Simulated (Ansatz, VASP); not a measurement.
## Au in VASP and in Ansatz

INCAR

```
  PREC = Accurate
  ENCUT = 520
  EDIFF = 1E-6
  ISMEAR = -1
  SIGMA = 0.1
  LREAL = False
  LASPH = True
  NELM = 100
  ALGO = Normal
  ISIF = 2
  LWAVE = False
  LCHARG = False
  GGA = PE
  NBANDS = 12
```

Contents of KPOINTS:

```
regular mesh
0
Gamma
  13 13 13
```

File POSCAR:

```
Au
1.0
    2.7480262578      0.0000000000      0.0000000000
    0.0000000000      2.7480262578      0.0000000000
    0.0000000000      0.0000000000      2.7480262578
Au
1
Direct
    0.0000000000      0.0000000000      0.0000000000
```

Input for Ansatz:

```yaml
crystal:
  lattice:
    - [2.7480262578, 0.0, 0.0]
    - [0.0, 2.7480262578, 0.0]
    - [0.0, 0.0, 2.7480262578]
  atoms:
    - { symbol: Au, position: [0.0, 0.0, 0.0] }
hamiltonian:
  xc: pbe
  pseudopotentials:
    kind: paw
    azcp:
      Au: "pseudopotentials/Au.paw.azcp"
basis:
  ecutwfc: 420
  fft_grid_basis: typed
kpoints:
  mp_grid: { grid: [13, 13, 13], shift: [0, 0, 0] }
magnetization:
  spin_polarized: false
scf:
  occupations: { method: fermi_dirac, width: 0.1 }
  lower_state_search: "off"
output:
  stress: true
  write_density: true
  write_potential: true
  elf: true
  volumetric_format: npy
```

Alike in both runs: task single point; functional PBE; k mesh 13 × 13 × 13; occupations fermi-dirac, width 0.1 eV; no spin polarisation.

|  | VASP | Ansatz |
| --- | --- | --- |
| version | VASP 6.6.1 | Ansatz 0.2.0 |
| potentials or method | VASP PAW PBE potentials, release 64 (Au), cutoff 520 eV | plane waves (420 eV) with PAW, scalar-relativistic |
| valence electrons in the cell | 11 | 19 |

Ansatz gave:

- pressure (GPa): 0.0

Task: Estimate VASP's values.

Result: Pressure (GPa): -0.2.

With one functional, cell and mesh, what is left measures potentials, basis and numerics. VASP's potentials hold 11 valence electrons a cell and Ansatz's 19, so a difference there can come from the potentials and not from the codes.

Spin-orbit coupling is off throughout.
